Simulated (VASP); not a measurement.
TeW:

```xyz
2
Lattice="0.0000 2.7828 2.7828 2.7828 0.0000 2.7828 2.7828 2.7828 0.0000" Properties=species:S:1:pos:R:3 pbc="T T T"
W     0.0000    0.0000    0.0000
Te    2.7828    2.7828    2.7828
```

Base run:

* Program: VASP 6.6.1
* Functional: PBEsol
* Potentials or basis: VASP PAW PBE potentials, release 64 (W_sv, Te)
* Cutoff: 520 eV
* k mesh: 14 × 14 × 14
* Occupations: gaussian, width 0.1 eV
* Spin: no spin polarisation

Its results: band gap on the k mesh zero (bands 10 and 11 overlap by 1.65 eV); pressure -2.9 GPa.

Question: The run is repeated on the same cell with these changes: functional from PBEsol to r2SCAN; further incar settings from ALGO = Normal; EDIFF = 1e-06; NBANDS = 17 to ALGO = Normal; EDIFF = 1e-07; NBANDS = 17. What comes out?

Answer: Band gap on the k mesh zero (bands 10 and 11 overlap by 1.86 eV); pressure 0.0 GPa.

Caveats: the PAW data sets were made with another functional, which shifts forces and pressure a little; spin-orbit coupling is left out, which moves the levels of the heavy elements.
